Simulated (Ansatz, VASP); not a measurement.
BN: VASP beside Ansatz

```
B N
1.0
     0.00000    1.56184    1.56184
     1.56184    0.00000    1.56184
     1.56184    1.56184    0.00000
B N
1 1
Direct
  0.00000 0.00000 0.00000
  0.25000 0.25000 0.25000
```

Change from the starting cell: volume scaled by 0.64, LAPW.

Alike in both runs: task single point; functional PBE; k mesh 15 × 15 × 15; occupations fermi-dirac, width 0.05 eV; no spin polarisation.

|  | VASP | Ansatz |
| --- | --- | --- |
| version | VASP 6.6.1 | Ansatz 0.2.0 |
| potentials or method | VASP PAW PBE potentials, release 64 (B, N), cutoff 520 eV | all-electron LAPW, scalar-relativistic |

VASP gave:

| Quantity | Value |
| --- | --- |
| gap on the k mesh at the Fermi level (eV) | 4.89 |
| pressure (GPa) | 370.8 |

Task: Estimate Ansatz's values.

Result: gap on the k mesh at the Fermi level (eV): 4.94; pressure (GPa): 368.9.

Both programs put the cell under a high pressure, so it lies far from rest at this level. Ansatz ran all-electron here, and VASP with PAW potentials.

Noted on VASP's run: the cell as given lies far from equilibrium.
